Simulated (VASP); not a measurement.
# NaI (I4_1/amd) in VASP: further runs

Runs on NaI. Level: PBE+D3(BJ). Tasks: single point, molecular dynamics.

Program: VASP 6.6.1. These are calculated values, not measurements. Logs are shortened: lines on timing, memory, paths and dates and some standing lists are left out, and cuts for length are marked.

**1. The cell of the first run**

It takes space group I4_1/amd (No. 141, tetragonal). The conventional cell has a = 4.429 Å, b = 4.429 Å, c = 16.728 Å, α = 90.00°, β = 90.00°, γ = 90.00°. Na (site symmetry -4m2) has 4 I at 3.13 Å within 4.1 Å. I (site symmetry -4m2) has 4 Na at 3.13 Å within 4.1 Å.

**2. Single point, PBE+D3(BJ)**

INCAR

```
SYSTEM = NaI
PREC = Accurate
ENCUT = 520
EDIFF = 1E-6
ISMEAR = 0
SIGMA = 0.1
LREAL = Auto
LASPH = .True.
NELM = 100
ALGO = Normal
ISIF = 2
LWAVE = .False.
LCHARG = .False.
GGA = PE
IVDW = 12
ISYM = 0
NBANDS = 70
```

KPOINTS

```
Automatic mesh
0
Gamma
  1 1 1
  0 0 0
```

POSCAR

```
NaI
1.0
    8.8580540000      0.0000000000      0.0000000000
    0.0000000000      8.8580540000      0.0000000000
   -2.2145135000     -2.2145135000      8.3637720000
Na I
8 8
Direct
    0.3750000000      0.1250000000      0.5000000000
    0.8750000000      0.1250000000      0.5000000000
    0.3750000000      0.6250000000      0.5000000000
    0.8750000000      0.6250000000      0.5000000000
    0.2500000000      0.2500000000      0.0000000000
    0.7500000000      0.2500000000      0.0000000000
    0.2500000000      0.7500000000      0.0000000000
    0.7500000000      0.7500000000      0.0000000000
    0.1250000000      0.3750000000      0.5000000000
    0.6250000000      0.3750000000      0.5000000000
    0.1250000000      0.8750000000      0.5000000000
    0.6250000000      0.8750000000      0.5000000000
    0.0000000000      0.0000000000      0.0000000000
    0.5000000000      0.0000000000      0.0000000000
    0.0000000000      0.5000000000      0.0000000000
    0.5000000000      0.5000000000      0.0000000000
```

Potentials or basis: VASP PAW PBE potentials, release 64 (Na_pv, I).

Launch:

```sh
> cat potpaw_PBE.64/Na_pv/POTCAR potpaw_PBE.64/I/POTCAR > POTCAR
> mpirun -np 1 vasp_gam > vasp.out
```

OUTCAR:

```text
SYSTEM = NaI
   PREC = Accurate
   ENCUT = 520
   EDIFF = 1E-6
   ISMEAR = 0
   LREAL = Auto
   LASPH = .True.
   NELM = 100
   ISIF = 2
   GGA = PE
   IVDW = 12
   ISYM = 0
 IVDW          = 12

 ion  position               nearest neighbor table
   1  0.375  0.125  0.500-   9 3.13  10 3.13  11 3.13  12 3.13
   2  0.875  0.125  0.500-   9 3.13  10 3.13  11 3.13  12 3.13
   3  0.375  0.625  0.500-   9 3.13  10 3.13  11 3.13  12 3.13
   4  0.875  0.625  0.500-   9 3.13  10 3.13  11 3.13  12 3.13
   5  0.250  0.250  0.000-  13 3.13  14 3.13  15 3.13  16 3.13
   6  0.750  0.250  0.000-  13 3.13  14 3.13  15 3.13  16 3.13
[... 8 lines left out ...]
  15  0.000  0.500  0.000-   5 3.13   6 3.13   7 3.13   8 3.13
  16  0.500  0.500  0.000-   5 3.13   6 3.13   7 3.13   8 3.13

IMPORTANT INFORMATION: All symmetrisations will be switched off!
NOSYMM: (Re-)initialisation of all symmetry stuff for point group C_1.

----------------------------------------------------------------------------------------

                                     Primitive cell

  volume of cell :     656.2644

  direct lattice vectors                    reciprocal lattice vectors
     8.858054000  0.000000000  0.000000000     0.112891613  0.000000000  0.029890820
     0.000000000  8.858054000  0.000000000     0.000000000  0.112891613  0.029890820
    -2.214513500 -2.214513500  8.363772000     0.000000000  0.000000000  0.119563278

  length of vectors
     8.858054000  8.858054000  8.930891453     0.116781751  0.116781751  0.119563278

  position of ions in fractional coordinates (direct lattice)
     0.375000000  0.125000000  0.500000000
     0.875000000  0.125000000  0.500000000
     0.375000000  0.625000000  0.500000000
     0.875000000  0.625000000  0.500000000
     0.250000000  0.250000000  0.000000000
     0.750000000  0.250000000  0.000000000
[... 8 lines left out ...]
     0.000000000  0.500000000  0.000000000
     0.500000000  0.500000000  0.000000000

  ion indices of the primitive-cell ions
   primitive index   ion index
                 1           1
                 2           2
                 3           3
                 4           4
                 5           5
                 6           6
[... 8 lines left out ...]
                15          15
                16          16

----------------------------------------------------------------------------------------

 KPOINTS: Automatic mesh

Automatic generation of k-mesh.
 Grid dimensions read from file:
 generate k-points for:    1    1    1

 Generating k-lattice:

[... 43 lines left out ...]
   ISIF   =      2    stress and relaxation
   ISYM   =      0    0-nonsym 1-usesym 2-fastsym
   POTIM  = 0.5000    time-step for ionic-motion
   TEBEG  =    0.0;   TEEND  =   0.0 temperature during run
   PSTRESS=    0.0 pullay stress
   NELECT =     112.0000    total number of electrons
   NUPDOWN=      -1.0000    fix difference up-down
   EMIN   =  10.00;   EMAX   =-10.00  energy-range for DOS
   EFERMI =   0.00;   METHOD = LEGACY
   ISMEAR =     0;   SIGMA  =   0.10  broadening in eV -4-tet -1-fermi 0-gaus
   EFERMI_NEDOS =   21; number of points for ismear=-14 and -15
   IALGO  =     38    algorithm
   IMIX   =      4    mixing-type and parameters
     AMIX     =   0.40;   BMIX     =  1.00
     AMIX_MAG =   1.60;   BMIX_MAG =  1.00
  volume/ion in A,a.u.               =      41.02       276.79
  Fermi-wavevector in a.u.,A,eV,Ry     =   0.908074  1.716011 11.219342  0.824598
  Thomas-Fermi vector in A             =   2.031957
   LORBIT       =      0    0 simple, 1 ext, 2 COOP (PROOUT), +10 PAW based schemes
   GGA     = PE    functional components
   LHFCALC =     F    Hartree Fock is set to
   AEXX    =    0.0000 exact exchange contribution
   IVDW    =    12    specifies the selected vdW correction
   LEPSILON=     F    determine dielectric tensor
   LRPA    =     F    only Hartree local field effects (RPA)
 non-spin polarized calculation
 Gauss-broadening in eV      SIGMA  =   0.10
  energy-cutoff  :      520.00
  volume of cell :      656.26
 maximum number of plane-waves:      8826
 NGX is ok and might be reduce to    70
   NGX = 33   NGY = 33   NGZ = 33

 number of electron     112.0000007 magnetization

 Free energy of the ion-electron system (eV)
  ---------------------------------------------------
  ext. energy  EPLUGINS =         0.00000000
  ---------------------------------------------------
  free energy    TOTEN  =       -39.08714767 eV

  energy without entropy =      -39.08714767  energy(sigma->0) =      -39.08714767

 E-fermi :   0.4067     XC(G=0):  -6.7922

 val. band max:       -0.0692347094   @ k =   0.0000   0.0000   0.0000
 cond. band min:       2.9837854477   @ k =   0.0000   0.0000   0.0000
 fundamental gap:      3.0530201571
 Fermi energy:         0.4066833980

 k-point     1 :       0.0000    0.0000    0.0000
  band No.  band energies     occupation
      1     -23.1400      2.00000
      2     -23.1394      2.00000
      3     -23.1393      2.00000
      4     -23.1388      2.00000
      5     -23.1388      2.00000
      6     -23.1387      2.00000
[... 60 lines left out ...]
     67       5.9256      0.00000
     68       6.2512      0.00000
 [bands above 68 left out]

------------------------ aborting loop because EDIFF is reached ----------------------------------------

 Edisp (eV)   -3.22826

 E8    (eV) :    -1.4824

  FORCE on cell =-STRESS in cart. coord.  units (eV):
  Direction    XX          YY          ZZ          XY          YZ          ZX
  --------------------------------------------------------------------------------------
  -------------------------------------------------------------------------------------
  Total       3.37682     3.37678    -2.93053    -0.35312    -0.02409    -0.02409
  in kB       8.24403     8.24395    -7.15447    -0.86210    -0.05882    -0.05882
  external pressure =        3.11 kB  Pullay stress =        0.00 kB

 VOLUME and BASIS-vectors are now :
 -----------------------------------------------------------------------------
  energy-cutoff  :      520.00
  volume of cell :      656.26
      direct lattice vectors                 reciprocal lattice vectors
     8.858054000  0.000000000  0.000000000     0.112891613  0.000000000  0.029890820
     0.000000000  8.858054000  0.000000000     0.000000000  0.112891613  0.029890820
    -2.214513500 -2.214513500  8.363772000     0.000000000  0.000000000  0.119563278

 POSITION                                       TOTAL-FORCE (eV/Angst)
 -----------------------------------------------------------------------------------
      2.21451      0.00000      4.18189        -0.004119      0.004126      0.000000
      6.64354      0.00000      4.18189        -0.004124      0.004129     -0.000002
      2.21451      4.42903      4.18189        -0.004124      0.004123     -0.000001
      6.64354      4.42903      4.18189        -0.004119      0.004115      0.000003
      2.21451      2.21451      0.00000         0.005585     -0.005586     -0.000000
      6.64354      2.21451      0.00000         0.005585     -0.005588     -0.000002
[... 8 lines left out ...]
      0.00000      4.42903      0.00000        -0.069694      0.069702     -0.000004
      4.42903      4.42903      0.00000        -0.069700      0.069712     -0.000005
 -----------------------------------------------------------------------------------
    total drift:                               -0.011061      0.011032     -0.000007

  FREE ENERGIE OF THE ION-ELECTRON SYSTEM (eV)
  ---------------------------------------------------
  free  energy   TOTEN  =       -42.3154111286 eV

  energy  without entropy=      -42.3154111286  energy(sigma->0) =      -42.31541113
```

OSZICAR:

```text
N       E                     dE             d eps       ncg     rms          rms(c)
DAV:   1     0.119204446417E+04    0.11920E+04   -0.54163E+04   156   0.153E+03
DAV:   2     0.133421143748E+03   -0.10586E+04   -0.10232E+04   164   0.386E+02
DAV:   3    -0.268830954157E+02   -0.16030E+03   -0.15456E+03   178   0.152E+02
DAV:   4    -0.401484414124E+02   -0.13265E+02   -0.13200E+02   168   0.361E+01
DAV:   5    -0.405978128440E+02   -0.44937E+00   -0.44907E+00   176   0.884E+00    0.540E+00
DAV:   6    -0.392969728761E+02    0.13008E+01   -0.16489E+00   160   0.342E+00    0.353E+00
DAV:   7    -0.390116563293E+02    0.28532E+00   -0.18202E+00   160   0.315E+00    0.217E+00
DAV:   8    -0.390770045992E+02   -0.65348E-01   -0.84165E-02   152   0.113E+00    0.169E-01
DAV:   9    -0.390828958401E+02   -0.58912E-02   -0.34966E-03   176   0.257E-01    0.216E-01
DAV:  10    -0.390870738387E+02   -0.41780E-02   -0.53472E-03   152   0.252E-01    0.107E-01
DAV:  11    -0.390870915325E+02   -0.17694E-04   -0.22053E-04   154   0.728E-02    0.124E-02
DAV:  12    -0.390871370982E+02   -0.45566E-04   -0.34924E-05   152   0.235E-02    0.128E-02
DAV:  13    -0.390871471462E+02   -0.10048E-04   -0.13387E-05   136   0.167E-02    0.584E-03
DAV:  14    -0.390871476689E+02   -0.52269E-06   -0.55620E-07   120   0.476E-03
   1 F= -.42315411E+02 E0= -.42315411E+02  d E =-.821768E-11
```

stdout:

```text
POSCAR found type information on POSCAR NaI
 POSCAR found :  2 types and      16 ions
 scaLAPACK will be used
 LDA part: xc-table for (Slater+PW92), standard interpolation
 POSCAR, INCAR and KPOINTS ok, starting setup
 FFT: planning ... GRIDC
 FFT: planning ... GRID_SOFT
 FFT: planning ... GRID
 WAVECAR not read
 entering main loop
```

Run time: 39 s. Hardware: 1 thread of AMD EPYC 9R45 (Zen 5), shared host; peak memory 0.58 GiB.

Results:

```yaml
Free_energy: -42.3154 eV
Pressure: 0.3 GPa
Largest_force: 0.099 eV/Å
Band_gap_on_the_k_mesh: 3.05 eV
Dispersion_energy_per_atom: -0.202 eV
```

Forces in eV/Å, atoms in the order of the input:
```
Na  -0.004  0.004  0.000
Na  -0.004  0.004  0.000
Na  -0.004  0.004  0.000
Na  -0.004  0.004  0.000
Na   0.006 -0.006  0.000
Na   0.006 -0.006  0.000
Na   0.006 -0.006  0.000
Na   0.006 -0.006  0.000
I    0.068 -0.068  0.000
I    0.068 -0.068  0.000
I    0.068 -0.068  0.000
I    0.068 -0.068  0.000
I   -0.070  0.070  0.000
I   -0.070  0.070  0.000
I   -0.070  0.070  0.000
I   -0.070  0.070  0.000
```

Caveat: the k points lie up to 0.75 Å⁻¹ apart; spin-orbit coupling is left out, which moves the levels of the heavy elements. A k mesh can miss the band edges.

(Continued in part 2 of 2.)
